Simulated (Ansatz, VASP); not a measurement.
ZrSe2: VASP beside Ansatz

```xyz
3
Lattice="3.8456 0.0000 0.0000 -1.9228 3.3304 0.0000 0.0000 0.0000 8.1849" Properties=species:S:1:pos:R:3 pbc="T T T"
Zr    0.0000    0.0000    0.0000
Se    0.0000    2.2203    1.5792
Se    1.9228    1.1101    6.6058
```

Alike in both runs: functional RPBE; k mesh 6 × 6 × 3; no spin polarisation.

Ansatz relaxed the structure, and its values are those at the end. VASP's run is a single point on that final structure, the one shown.

|  | VASP | Ansatz |
| --- | --- | --- |
| version | VASP 6.6.1 | Ansatz 0.2.0 |
| potentials or method | VASP PAW PBE potentials, release 64 (Zr_sv, Se), cutoff 500 eV | plane waves, PAW |
| occupations | gaussian, width 0.01 eV | fixed |
| valence electrons in the cell | 24 | 44 |

```tsv
	VASP	Ansatz	Ansatz less VASP
pressure (GPa)	0.0	0.0	-0.05
rms of the force components (eV/Å)	0.006	0.000	-0.0051
```

VASP's potentials were made for PBE, not for RPBE. VASP's potentials hold 24 valence electrons a cell and Ansatz's 44, so a difference there can come from the potentials and not from the codes.
